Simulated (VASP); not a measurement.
# NaAl (Fm-3m) in VASP: relaxation of cell and atoms with PBE

Aim: the relaxation of cell and atoms of NaAl with PBE.

All numbers are computed with VASP 6.6.1; they aren't measurements. Logs are shortened: lines on timing, memory, paths and dates and some standing lists are left out, and cuts for length are marked.

### Step 1. The cell of the first run

Symmetry: Fm-3m, No. 225, cubic system. The conventional cell has a = 5.256 Å, b = 5.256 Å, c = 5.256 Å, α = 90.00°, β = 90.00°, γ = 90.00°. Na (site symmetry m-3m) has 6 Al at 2.63 Å within 3.5 Å. Within 3.5 Å of Al (site symmetry m-3m) lie 6 Na at 2.63 Å.

### Step 2. Relaxation of cell and atoms, PBE

INCAR reads:

```
  PREC = Accurate
  ENCUT = 970
  EDIFF = 1E-7
  ISMEAR = 0
  SIGMA = 0.1
  LREAL = F
  LASPH = T
  NELM = 120
  ALGO = Normal
  ISIF = 3
  LWAVE = F
  LCHARG = F
  GGA = PE
  IBRION = 2
  NSW = 90
  EDIFFG = -0.04
  GGA_COMPAT = F
  NELMIN = 4
```

KPOINTS reads:

```
regular mesh
0
Gamma
  6 6 6
```

POSCAR reads:

```
NaAl
1.0
    0.0000000000      2.6280965518      2.6280965518
    2.6280965518      0.0000000000      2.6280965518
    2.6280965518      2.6280965518      0.0000000000
Na Al
1 1
Direct
    0.0000000000      0.0000000000      0.0000000000
    0.5000000000      0.5000000000      0.5000000000
```

Potentials or basis: VASP PAW PBE potentials, release 64 (Na_sv, Al).

Run with:

```sh
$ cat potpaw_PBE.64/Na_sv/POTCAR potpaw_PBE.64/Al/POTCAR > POTCAR
$ mpirun -np 1 vasp_std > vasp.out
```

OUTCAR:

```text
PREC = Accurate
   ENCUT = 970
   EDIFF = 1E-7
   ISMEAR = 0
   LREAL = F
   LASPH = T
   NELM = 120
   ISIF = 3
   GGA = PE
   IBRION = 2
   NSW = 90
   EDIFFG = -0.04
   NELMIN = 4

 ion  position               nearest neighbor table
   1  0.000  0.000  0.000-   2 2.63   2 2.63   2 2.63   2 2.63   2 2.63   2 2.63
   2  0.500  0.500  0.500-   1 2.63   1 2.63   1 2.63   1 2.63   1 2.63   1 2.63

  LATTYP: Found a face centered cubic cell.
 ALAT       =     5.2561931036

  Lattice vectors:

 A1 = (   0.0000000000,   2.6280965518,   2.6280965518)
 A2 = (   2.6280965518,   0.0000000000,   2.6280965518)
 A3 = (   2.6280965518,   2.6280965518,   0.0000000000)

Analysis of symmetry for initial positions (statically):
=====================================================================
 Subroutine PRICEL returns:
 Original cell was already a primitive cell.

 Routine SETGRP: Setting up the symmetry group for a
 face centered cubic supercell.

 Subroutine GETGRP returns: Found 48 space group operations
 (whereof 48 operations were pure point group operations)
 out of a pool of 48 trial point group operations.

The static configuration has the point symmetry O_h .

Analysis of symmetry for dynamics (positions and initial velocities):
=====================================================================
 Subroutine PRICEL returns:
 Original cell was already a primitive cell.

 Routine SETGRP: Setting up the symmetry group for a
 face centered cubic supercell.

 Subroutine GETGRP returns: Found 48 space group operations
 (whereof 48 operations were pure point group operations)
 out of a pool of 48 trial point group operations.

The dynamic configuration has the point symmetry O_h .

 Subroutine INISYM returns: Found 48 space group operations
 (whereof 48 operations are pure point group operations),
 and found     1 'primitive' translations

----------------------------------------------------------------------------------------

                                     Primitive cell

  volume of cell :      36.3040

  direct lattice vectors                    reciprocal lattice vectors
     0.000000000  2.628096552  2.628096552    -0.190251762  0.190251762  0.190251762
     2.628096552  0.000000000  2.628096552     0.190251762 -0.190251762  0.190251762
     2.628096552  2.628096552  0.000000000     0.190251762  0.190251762 -0.190251762

  length of vectors
     3.716689787  3.716689787  3.716689787     0.329525718  0.329525718  0.329525718

  position of ions in fractional coordinates (direct lattice)
     0.000000000  0.000000000  0.000000000
     0.500000000  0.500000000  0.500000000

  ion indices of the primitive-cell ions
   primitive index   ion index
[... 57 lines left out ...]
   ISTART =      0    job   : 0-new  1-cont  2-samecut
   ICHARG =      2    charge: 1-file 2-atom 10-const
   ISPIN  =      1    spin polarized calculation?
   LNONCOLLINEAR =      F non collinear calculations
   LSORBIT =      F    spin-orbit coupling
   LASPH  =      T    aspherical Exc in radial PAW
   ENCUT  =  970.0 eV  71.29 Ry    8.44 a.u.   9.44  9.44  9.44*2*pi/ulx,y,z
   NELM   =    120;   NELMIN=  4; NELMDL= -5     # of ELM steps
   EDIFF  = 0.1E-06   stopping-criterion for ELM
   LREAL  =      F    real-space projection
   EDIFFG = -.4E-01   stopping-criterion for IOM
   NSW    =     90    number of steps for IOM
   IBRION =      2    ionic relax: 0-MD 1-quasi-New 2-CG
   NFREE  =      1    steps in history (QN), initial steepest desc. (CG)
   ISIF   =      3    stress and relaxation
   ISYM   =      2    0-nonsym 1-usesym 2-fastsym
   POTIM  = 0.5000    time-step for ionic-motion
   TEBEG  =    0.0;   TEEND  =   0.0 temperature during run
   PSTRESS=    0.0 pullay stress
   NELECT =      12.0000    total number of electrons
   NUPDOWN=      -1.0000    fix difference up-down
   EMIN   =  10.00;   EMAX   =-10.00  energy-range for DOS
   EFERMI =   0.00;   METHOD = LEGACY
   ISMEAR =     0;   SIGMA  =   0.10  broadening in eV -4-tet -1-fermi 0-gaus
   EFERMI_NEDOS =   21; number of points for ismear=-14 and -15
   IALGO  =     38    algorithm
   IMIX   =      4    mixing-type and parameters
     AMIX     =   0.40;   BMIX     =  1.00
     AMIX_MAG =   1.60;   BMIX_MAG =  1.00
  volume/ion in A,a.u.               =      18.15       122.50
  Fermi-wavevector in a.u.,A,eV,Ry     =   1.131924  2.139026 17.432491  1.281252
  Thomas-Fermi vector in A             =   2.268624
   LORBIT       =      0    0 simple, 1 ext, 2 COOP (PROOUT), +10 PAW based schemes
   GGA     = PE    functional components
   LHFCALC =     F    Hartree Fock is set to
   AEXX    =    0.0000 exact exchange contribution
   IVDW    =     0    specifies the selected vdW correction
   LEPSILON=     F    determine dielectric tensor
   LRPA    =     F    only Hartree local field effects (RPA)
 conjugate gradient relaxation of ions
 non-spin polarized calculation
 Gauss-broadening in eV      SIGMA  =   0.10
  energy-cutoff  :      970.00
  volume of cell :       36.30
 maximum number of plane-waves:      2523
 NGX is ok and might be reduce to    40
   NGX = 19   NGY = 19   NGZ = 19

--------------------------------------- Ionic step        1  -------------------------------------------

 number of electron      11.9999996 magnetization

 Free energy of the ion-electron system (eV)
  ---------------------------------------------------
  ext. energy  EPLUGINS =         0.00000000
  ---------------------------------------------------
  free energy    TOTEN  =        -2.79925156 eV

  energy without entropy =       -2.79060921  energy(sigma->0) =       -2.79493039

 E-fermi :   5.1292     XC(G=0):  -9.2927

 val. band max:        4.9345511289   @ k =  -0.3333   0.3333   0.1667
 cond. band min:       5.1913320908   @ k =   0.5000   0.3333   0.1667
 fundamental gap:      0.2567809619
 Fermi energy:         5.1292269586

 k-point     1 :       0.0000    0.0000    0.0000
  band No.  band energies     occupation
      1     -47.2206      2.00000
      2     -19.1581      2.00000
      3     -19.1581      2.00000
      4     -19.1581      2.00000
      5      -2.9352      2.00000
      6      10.5411      0.00000
      7      10.5411      0.00000
      8      10.5411      0.00000
      9      11.8790      0.00000
     10      11.8790      0.00000
[... 300 lines left out ...]
--------------------------------------- Ionic step        4  -------------------------------------------

 number of electron      12.0000007 magnetization

 Free energy of the ion-electron system (eV)
  ---------------------------------------------------
  ext. energy  EPLUGINS =         0.00000000
  ---------------------------------------------------
  free energy    TOTEN  =        -3.71681222 eV

  energy without entropy =       -3.70734099  energy(sigma->0) =       -3.71207660

 E-fermi :   2.1344     XC(G=0):  -7.7263

 val. band max:        2.0500145519   @ k =  -0.3333   0.5000   0.1667
 cond. band min:       2.1779343282   @ k =   0.3333   0.1667   0.0000
 fundamental gap:      0.1279197762
 Fermi energy:         2.1343922173

 k-point     1 :       0.0000    0.0000    0.0000
  band No.  band energies     occupation
      1     -50.1399      2.00000
      2     -22.0672      2.00000
      3     -22.0672      2.00000
      4     -22.0672      2.00000
      5      -4.1928      2.00000
      6       5.5049      0.00000
      7       5.5049      0.00000
      8       5.5049      0.00000
      9       8.2047      0.00000
     10       8.2047      0.00000
[... 222 lines left out ...]
  FREE ENERGIE OF THE ION-ELECTRON SYSTEM (eV)
  ---------------------------------------------------
  free  energy   TOTEN  =        -3.7168122216 eV

  energy  without entropy=       -3.7073409878  energy(sigma->0) =       -3.71207660

 reached required accuracy - stopping structural energy minimisation
```

OSZICAR:

```text
N       E                     dE             d eps       ncg     rms          rms(c)
DAV:   1     0.143515597801E+03    0.14352E+03   -0.78125E+03   320   0.174E+03
DAV:   2     0.319211078995E+01   -0.14032E+03   -0.13516E+03   408   0.361E+02
DAV:   3    -0.260245207822E+01   -0.57946E+01   -0.57792E+01   398   0.846E+01
[... 35 lines left out ...]
DAV:   4    -0.371678932258E+01    0.68022E-03   -0.41960E-03   350   0.119E+00    0.866E-02
DAV:   5    -0.371682646980E+01   -0.37147E-04   -0.11360E-03   494   0.186E-01    0.573E-02
DAV:   6    -0.371681374787E+01    0.12722E-04   -0.22476E-05   434   0.743E-02    0.208E-02
DAV:   7    -0.371681229308E+01    0.14548E-05   -0.66013E-06   406   0.442E-02    0.878E-04
DAV:   8    -0.371681222156E+01    0.71523E-07   -0.12813E-07   256   0.551E-03
   4 F= -.37168122E+01 E0= -.37120766E+01  d E =-.917561E+00
```

CONTCAR:

```text
NaAl
   1.00000000000000
     0.0000000000000000    3.0587375077302519    3.0587375077302519
     3.0587375077302519    0.0000000000000000    3.0587375077302519
     3.0587375077302519    3.0587375077302519    0.0000000000000000
  Na              Al
     1     1
Direct
     1.0000000000000000    1.0000000000000000    0.0000000000000000
     0.5000000000000000    0.5000000000000000    0.5000000000000000

  0.00000000E+00  0.00000000E+00  0.00000000E+00
  0.00000000E+00  0.00000000E+00  0.00000000E+00
```

It took 22 s on 1 thread of Intel Xeon 6975P-C (Granite Rapids), shared host; peak memory 0.24 GiB.

Results:

| Quantity | Value |
| --- | --- |
| Free energy | -3.7168 eV |
| Relaxed volume | 28.62 Å³/atom |
| Relaxed cell | a = 4.326 Å, b = 4.326 Å, c = 4.326 Å, α = 60.00°, β = 60.00°, γ = 60.00° |
| Space group after relaxing (to 0.1 Å) | Fm-3m (No. 225) |
| Energy gained by relaxing | 458.8 meV/atom |
| Ionic steps | 4 |
| Pressure after relaxing | 0.1 GPa |
| Band gap on the k mesh | zero (bands 6 and 7 overlap by 4.20 eV) |

Step by step:
```tsv
step	energy change (eV)	largest force (eV/Å)	pressure (GPa)	volume (Å³)
1	0.0000	0.0000	20.06	36.30
2	-0.8345	0.0000	3.75	49.60
3	-0.9095	0.0000	1.04	54.82
4	-0.9176	0.0000	0.05	57.23
```

Final structure:
```
CELL_PARAMETERS angstrom
0.00000 3.05874 3.05874
3.05874 0.00000 3.05874
3.05874 3.05874 0.00000
ATOMIC_POSITIONS crystal
Na 0.00000 0.00000 0.00000
Al 0.50000 0.50000 0.50000
```

Caveat: the volume moved by over 15 % at a fixed basis, so the end points are rough.
